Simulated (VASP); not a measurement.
Runs of VASP 6.6.1 on C. The structure is that of space group P6/mmm (No. 191), or close to it. The cells are those of the table. 

```csv
task,cell,cutoff (eV),gap on the mesh (eV),pressure (GPa)
relaxation of cell and atoms,"relaxed to 21 GPa from a = 3.315, b = 3.315, c = 2.055 Å, angles 90.0, 90.0, 120.0°, 3 atoms",600,none,21.0
relaxation of cell and atoms,"relaxed to 21 GPa from a = 5.003, b = 5.003, c = 1.267 Å, angles 90.0, 90.0, 120.0°, 3 atoms",600,none,21.0
single point,"a = 5.003, b = 5.003, c = 1.266 Å, angles 90.0, 90.0, 120.0°, 3 atoms",520,none,21.1
single point,"a = 5.003, b = 5.003, c = 1.267 Å, angles 90.0, 90.0, 120.0°, 3 atoms",520,none,(a)
```

Alike in all rows: level PBE; potentials or basis VASP PAW PBE potentials, release 64 (C); no spin polarisation; k mesh 11 × 11 × 16; smearing fermi-dirac 0.1 eV.

**Question.** Estimate the missing entries.

**Answer.** (a) 20.8.

Caveats: the cell is relaxed towards a set pressure, so the enthalpy falls and the energy may rise (some runs).

A gap of «none» marks levels without a gap at the run's occupations.
